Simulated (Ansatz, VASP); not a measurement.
## TaSi2 in VASP and in Ansatz

```xyz
9
Lattice="4.8060 0.0000 0.0000 -2.4030 4.1621 0.0000 0.0000 0.0000 6.5995" Properties=species:S:1:pos:R:3 pbc="T T T"
Ta    2.1870    0.0000    0.0000
Ta    1.2015    2.0811    4.3997
Ta   -1.2015    2.0811    2.1998
Si    0.0000    1.3229    0.0000
Si    3.6604    0.6614    4.3997
Si    1.2574    3.5007    2.1998
Si    2.4030    2.8393    0.0000
Si   -1.2574    3.5007    4.3997
Si    1.1456    0.6614    2.1998
```

Alike in both runs: task single point; functional PBE; k mesh 9 × 9 × 6; occupations gaussian, width 0.15 eV; no spin polarisation.

```csv
,VASP,Ansatz
version,VASP 6.6.1,Ansatz 0.2.0
potentials or method,"VASP PAW PBE potentials, release 64 (Ta_pv, Si), cutoff 520 eV","scalar-relativistic, plane waves, PAW"
valence electrons in the cell,57,63
```

Ansatz gave:

```
gap on the k mesh at the Fermi level (eV)                     : none
pressure (GPa)                                                : 1.5
traceless stress, the component that is largest in VASP (GPa) : 1.45
rms of the force components (eV/Å)                            : 0.831
```

Task: Estimate VASP's values.

Result: gap on the k mesh at the Fermi level (eV): none; pressure (GPa): 1.5; traceless stress, the component that is largest in VASP (GPa): 1.44; rms of the force components (eV/Å): 0.830.

Atom by atom the forces differ by 0.002 eV/Å (rms over components). A gap of «none» marks a metal or a gap that the smearing closes. VASP's potentials hold 57 valence electrons a cell and Ansatz's 63, so a difference there can come from the potentials and not from the codes.

Spin-orbit coupling is off throughout.
